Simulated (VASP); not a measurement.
# ZrSi4Pd (P6/mmm) in VASP: relaxation of cell and atoms with PBE

Aim: the relaxation of cell and atoms of ZrSi4Pd with PBE.

Everything below comes from runs of VASP 6.6.1. Logs are shortened: lines on timing, memory, paths and dates and some standing lists are left out, and cuts for length are marked.

## 1. The cell of the first run

Symmetry: P6/mmm, No. 191, hexagonal system. Conventional cell: a = 4.331 Å, b = 4.331 Å, c = 9.862 Å, α = 90.00°, β = 90.00°, γ = 120.00°. Within 3.3 Å of Zr (site symmetry 6/mmm) lie 2 Si at 2.51 Å. Within 3.3 Å of Si (site symmetry -6m2) lie 3 Si at 2.50 Å and 3 Pd at 2.50 Å. Within 3.2 Å of Si (site symmetry 6mm) lie 1 Pd at 2.42 Å and 1 Zr at 2.51 Å. Within 3.2 Å of Pd (site symmetry 6/mmm) lie 8 Si at 2.42 to 2.50 Å.

The cell was generated, and may not be a known phase.

## 2. Relaxation of cell and atoms, PBE

The input, INCAR:

```
ALGO = Normal
EDIFF = 1E-7
EDIFFG = -0.01
ENCUT = 500
GGA = PE
GGA_COMPAT = False
IBRION = 2
ISIF = 3
ISMEAR = 0
LASPH = True
LCHARG = False
LREAL = False
LWAVE = False
NELM = 120
NELMIN = 4
NSW = 100
PREC = Accurate
SIGMA = 0.1
```

The input, KPOINTS:

```
k-points
0
Gamma
  12 12 4
```

The input, POSCAR:

```
ZrSi4Pd
1.0
    4.3311817543      0.0000000000      0.0000000000
   -2.1655908771      3.7509134276      0.0000000000
    0.0000000000      0.0000000000      9.8623628026
Zr Si Pd
1 4 1
Direct
    0.0000000000      0.0000000000      0.5000000000
    0.3333333333      0.6666666667      0.0000000000
    0.6666666667      0.3333333333      0.0000000000
    0.0000000000      0.0000000000      0.7545649655
    0.0000000000      0.0000000000      0.2454350345
    0.0000000000      0.0000000000      0.0000000000
```

Potentials or basis: VASP PAW PBE potentials, release 64 (Zr_sv, Si, Pd).

Command:

```sh
cat potpaw_PBE.64/Zr_sv/POTCAR potpaw_PBE.64/Si/POTCAR potpaw_PBE.64/Pd/POTCAR > POTCAR
mpirun -np 1 vasp_std > vasp.out
```

OUTCAR:

```text
EDIFF = 1E-7
   EDIFFG = -0.01
   ENCUT = 500
   GGA = PE
   IBRION = 2
   ISIF = 3
   ISMEAR = 0
   LASPH = True
   LREAL = False
   NELM = 120
   NELMIN = 4
   NSW = 100
   PREC = Accurate

 ion  position               nearest neighbor table
   1  0.000  0.000  0.500-   4 2.51   5 2.51
   2  0.333  0.667  0.000-   3 2.50   6 2.50   3 2.50   6 2.50   6 2.50   3 2.50
   3  0.667  0.333  0.000-   2 2.50   6 2.50   2 2.50   6 2.50   6 2.50   2 2.50
   4  0.000  0.000  0.755-   6 2.42   1 2.51
   5  0.000  0.000  0.245-   6 2.42   1 2.51
   6  0.000  0.000  0.000-   4 2.42   5 2.42   2 2.50   3 2.50   2 2.50   3 2.50   3 2.50   2 2.50

  LATTYP: Found a hexagonal cell.
 ALAT       =     4.3311817543
 C/A-ratio  =     2.2770604796

  Lattice vectors:

 A1 = (   4.3311817543,   0.0000000000,   0.0000000000)
 A2 = (  -2.1655908771,   3.7509134276,   0.0000000000)
 A3 = (   0.0000000000,   0.0000000000,   9.8623628026)

Analysis of symmetry for initial positions (statically):
=====================================================================
 Subroutine PRICEL returns:
 Original cell was already a primitive cell.

 Routine SETGRP: Setting up the symmetry group for a
 hexagonal supercell.

 Subroutine GETGRP returns: Found 24 space group operations
 (whereof 24 operations were pure point group operations)
 out of a pool of 24 trial point group operations.

The static configuration has the point symmetry D_6h.

Analysis of symmetry for dynamics (positions and initial velocities):
=====================================================================
 Subroutine PRICEL returns:
 Original cell was already a primitive cell.

 Routine SETGRP: Setting up the symmetry group for a
 hexagonal supercell.

 Subroutine GETGRP returns: Found 24 space group operations
 (whereof 24 operations were pure point group operations)
 out of a pool of 24 trial point group operations.

The dynamic configuration has the point symmetry D_6h.

 Subroutine INISYM returns: Found 24 space group operations
 (whereof 24 operations are pure point group operations),
 and found     1 'primitive' translations

----------------------------------------------------------------------------------------

                                     Primitive cell

  volume of cell :     160.2228

  direct lattice vectors                    reciprocal lattice vectors
     4.331181754  0.000000000  0.000000000     0.230883869  0.133300864  0.000000000
    -2.165590877  3.750913428  0.000000000     0.000000000  0.266601728  0.000000000
     0.000000000  0.000000000  9.862362803     0.000000000  0.000000000  0.101395580

  length of vectors
     4.331181754  4.331181754  9.862362803     0.266601728  0.266601728  0.101395580

  position of ions in fractional coordinates (direct lattice)
     0.000000000  0.000000000  0.500000000
     0.333333333  0.666666667  0.000000000
     0.666666667  0.333333333  0.000000000
     0.000000000  0.000000000  0.754564966
     0.000000000  0.000000000  0.245435034
     0.000000000  0.000000000  0.000000000

  ion indices of the primitive-cell ions
   primitive index   ion index
                 1           1
                 2           2
                 3           3
                 4           4
                 5           5
                 6           6

----------------------------------------------------------------------------------------

 KPOINTS: k-points

Automatic generation of k-mesh.
 Grid dimensions read from file:
 generate k-points for:   12   12    4

 Generating k-lattice:

  Cartesian coordinates                     Fractional coordinates (reciprocal lattice)
     0.019240322  0.011108405  0.000000000     0.083333333  0.000000000  0.000000000
     0.000000000  0.022216811  0.000000000     0.000000000  0.083333333  0.000000000
     0.000000000  0.000000000  0.025348895     0.000000000  0.000000000  0.250000000

  Length of vectors
     0.022216811  0.022216811  0.025348895

  Shift w.r.t. Gamma in fractional coordinates (k-lattice)
     0.000000000  0.000000000  0.000000000

 Subroutine IBZKPT returns following result:
 ===========================================

 Found     57 irreducible k-points:

 Following reciprocal coordinates:
            Coordinates               Weight
  0.000000  0.000000  0.000000      1.000000
  0.083333 -0.000000  0.000000      6.000000
  0.166667  0.000000  0.000000      6.000000
  0.250000  0.000000  0.000000      6.000000
  0.333333  0.000000  0.000000      6.000000
  0.416667  0.000000  0.000000      6.000000
[... 16 lines left out ...]
  0.250000  0.000000  0.250000     12.000000
  0.333333  0.000000  0.250000     12.000000
 [... further k-points ...]
   k-points           NKPTS =     57   k-points in BZ     NKDIM =     57   number of bands    NBANDS=     23
   number of dos      NEDOS =    301   number of ions     NIONS =      6
   total plane-waves  NPLWV =  73728
   dimension x,y,z NGX =    32 NGY =   32 NGZ =   72
   dimension x,y,z NGXF=    64 NGYF=   64 NGZF=  144
   ions per type =               1   4   1
   NGX,Y,Z   is equivalent  to a cutoff of  12.28, 12.28, 12.14 a.u.
   NGXF,Y,Z  is equivalent  to a cutoff of  24.57, 24.57, 24.27 a.u.
 SYSTEM =  unknown system
   PREC   = accura    normal or accurate (medium, high low for compatibility)
   ISTART =      0    job   : 0-new  1-cont  2-samecut
   ICHARG =      2    charge: 1-file 2-atom 10-const
   ISPIN  =      1    spin polarized calculation?
   LNONCOLLINEAR =      F non collinear calculations
   LSORBIT =      F    spin-orbit coupling
   LASPH  =      T    aspherical Exc in radial PAW
   ENCUT  =  500.0 eV  36.75 Ry    6.06 a.u.   7.90  7.90 17.98*2*pi/ulx,y,z
   NELM   =    120;   NELMIN=  4; NELMDL= -5     # of ELM steps
   EDIFF  = 0.1E-06   stopping-criterion for ELM
   LREAL  =      F    real-space projection
   EDIFFG = -.1E-01   stopping-criterion for IOM
   NSW    =    100    number of steps for IOM
   IBRION =      2    ionic relax: 0-MD 1-quasi-New 2-CG
   NFREE  =      1    steps in history (QN), initial steepest desc. (CG)
   ISIF   =      3    stress and relaxation
   ISYM   =      2    0-nonsym 1-usesym 2-fastsym
   POTIM  = 0.5000    time-step for ionic-motion
   TEBEG  =    0.0;   TEEND  =   0.0 temperature during run
   PSTRESS=    0.0 pullay stress
   NELECT =      38.0000    total number of electrons
   NUPDOWN=      -1.0000    fix difference up-down
   EMIN   =  10.00;   EMAX   =-10.00  energy-range for DOS
   EFERMI =   0.00;   METHOD = LEGACY
   ISMEAR =     0;   SIGMA  =   0.10  broadening in eV -4-tet -1-fermi 0-gaus
   EFERMI_NEDOS =   21; number of points for ismear=-14 and -15
   IALGO  =     38    algorithm
   IMIX   =      4    mixing-type and parameters
     AMIX     =   0.40;   BMIX     =  1.00
     AMIX_MAG =   1.60;   BMIX_MAG =  1.00
  volume/ion in A,a.u.               =      26.70       180.21
  Fermi-wavevector in a.u.,A,eV,Ry     =   1.013354  1.914962 13.971639  1.026886
  Thomas-Fermi vector in A             =   2.146518
   LORBIT       =      0    0 simple, 1 ext, 2 COOP (PROOUT), +10 PAW based schemes
   GGA     = PE    functional components
   LHFCALC =     F    Hartree Fock is set to
   AEXX    =    0.0000 exact exchange contribution
   IVDW    =     0    specifies the selected vdW correction
   LEPSILON=     F    determine dielectric tensor
   LRPA    =     F    only Hartree local field effects (RPA)
 conjugate gradient relaxation of ions
 non-spin polarized calculation
 Gauss-broadening in eV      SIGMA  =   0.10
  energy-cutoff  :      500.00
  volume of cell :      160.22
 maximum number of plane-waves:      4104
 NGX is ok and might be reduce to    32
   NGX = 15   NGY = 15   NGZ = 35

--------------------------------------- Ionic step        1  -------------------------------------------

 number of electron      38.0000006 magnetization

 Free energy of the ion-electron system (eV)
  ---------------------------------------------------
  ext. energy  EPLUGINS =         0.00000000
  ---------------------------------------------------
  free energy    TOTEN  =       -29.29018285 eV

  energy without entropy =      -29.26911404  energy(sigma->0) =      -29.27964845

------------------------ aborting loop because EDIFF is reached ----------------------------------------

  FORCE on cell =-STRESS in cart. coord.  units (eV):
  Direction    XX          YY          ZZ          XY          YZ          ZX
  --------------------------------------------------------------------------------------
  -------------------------------------------------------------------------------------
  Total        0.1812857      0.1812857     -0.2345873      0.0000000      0.0000000      0.0000000
  in kB        1.8127993      1.8127993     -2.3457987      0.0000000      0.0000000      0.0000000
  external PRESSURE =       0.4266000 kB  Pullay stress =       0.0000000 kB
[... 105 lines left out ...]
  energy  without entropy=      -29.2696187069  energy(sigma->0) =      -29.28017140

--------------------------------------- Ionic step        4  -------------------------------------------

 number of electron      38.0000005 magnetization

 Free energy of the ion-electron system (eV)
  ---------------------------------------------------
  ext. energy  EPLUGINS =         0.00000000
  ---------------------------------------------------
  free energy    TOTEN  =       -29.29076793 eV

  energy without entropy =      -29.26959397  energy(sigma->0) =      -29.28018095

 E-fermi :   4.4302     XC(G=0):  -8.8837

 val. band max:        4.4163213633   @ k =   0.1667   0.0833   0.0000
 cond. band min:       4.4435260954   @ k =   0.2500   0.0000   0.0000
 fundamental gap:      0.0272047321
 Fermi energy:         4.4302318607

 k-point     1 :       0.0000    0.0000    0.0000
  band No.  band energies     occupation
      1     -45.1172      2.00000
      2     -23.2139      2.00000
      3     -23.2139      2.00000
      4     -22.9519      2.00000
      5      -7.7614      2.00000
      6      -3.5379      2.00000
[... 613 lines left out ...]
     22       5.5006      0.00000
     23       5.6296      0.00000

 [... further k-points ...]

------------------------ aborting loop because EDIFF is reached ----------------------------------------

  FORCE on cell =-STRESS in cart. coord.  units (eV):
  Direction    XX          YY          ZZ          XY          YZ          ZX
  --------------------------------------------------------------------------------------
  -------------------------------------------------------------------------------------
  Total       -0.0271206     -0.0271206     -0.0303248     -0.0000000      0.0000000     -0.0000000
  in kB       -0.2706568     -0.2706568     -0.3026334     -0.0000000      0.0000000     -0.0000000
  external PRESSURE =      -0.2813157 kB  Pullay stress =       0.0000000 kB
[... 21 lines left out ...]
  FREE ENERGIE OF THE ION-ELECTRON SYSTEM (eV)
  ---------------------------------------------------
  free  energy   TOTEN  =       -29.2907679251 eV

  energy  without entropy=      -29.2695939706  energy(sigma->0) =      -29.28018095

 reached required accuracy - stopping structural energy minimisation
```

Wall time 14 min (1 thread of Oxide Virtual Turin-like, shared host); peak memory 0.38 GiB.

Results:

- Free energy: -29.2908 eV
- Relaxed volume: 26.76 Å³/atom
- Relaxed cell: a = 4.338 Å, b = 4.338 Å, c = 9.850 Å, α = 90.00°, β = 90.00°, γ = 120.00°
- Space group after relaxing (to 0.1 Å): P6/mmm (No. 191)
- Energy gained by relaxing: 0.1 meV/atom
- Ionic steps: 4
- Pressure after relaxing: 0.0 GPa
- Largest force after relaxing: 0.005 eV/Å
- Band gap on the k mesh: zero (bands 19 and 20 overlap by 0.68 eV)

Forces in eV/Å, atoms in the order of the input:
```
Zr   0.000  0.000  0.000
Si   0.000  0.000  0.000
Si   0.000  0.000  0.000
Si   0.000  0.000  0.005
Si   0.000  0.000 -0.005
Pd   0.000  0.000  0.000
```

The path:
| step | energy change (eV) | largest force (eV/Å) | pressure (GPa) | volume (Å³) |
| --- | --- | --- | --- | --- |
| 1 | 0.0000 | 0.0461 | 0.04 | 160.22 |
| 2 | -0.0005 | 0.0206 | 0.04 | 160.39 |
| 3 | -0.0005 | 0.0226 | 0.04 | 160.37 |
| 4 | -0.0006 | 0.0054 | -0.03 | 160.54 |

Final structure:
```
Zr Si Pd
1.0
     4.33822    0.00000    0.00000
    -2.16911    3.75701    0.00000
     0.00000    0.00000    9.85002
Zr Si Pd
1 4 1
Direct
  0.00000 0.00000 0.50000
  0.33333 0.66667 0.00000
  0.66667 0.33333 0.00000
  0.00000 0.00000 0.75490
  0.00000 0.00000 0.24510
  0.00000 0.00000 0.00000
```

Levels at points of the mesh, in eV from the Fermi level:
```csv
k point,band 15,band 16,band 17,band 18,band 19,band 20,band 21,band 22,band 23
"(0.00, 0.00, 0.00)",-1.29,-0.79,-0.79,0.21,0.21,0.34,0.44,0.44,0.89
"(0.50, 0.00, 0.00)",-1.82,-1.16,-0.97,-0.84,-0.21,-0.16,0.08,1.02,1.17
"(0.00, 0.00, 0.50)",-1.31,-0.90,-0.90,0.44,0.44,0.56,0.56,0.62,0.88
"(0.50, 0.00, 0.50)",-2.42,-1.62,-1.58,-0.64,-0.26,-0.15,0.67,0.74,1.11
```

The gap in the log of VASP goes by the Fermi energy; the results here count the filled bands.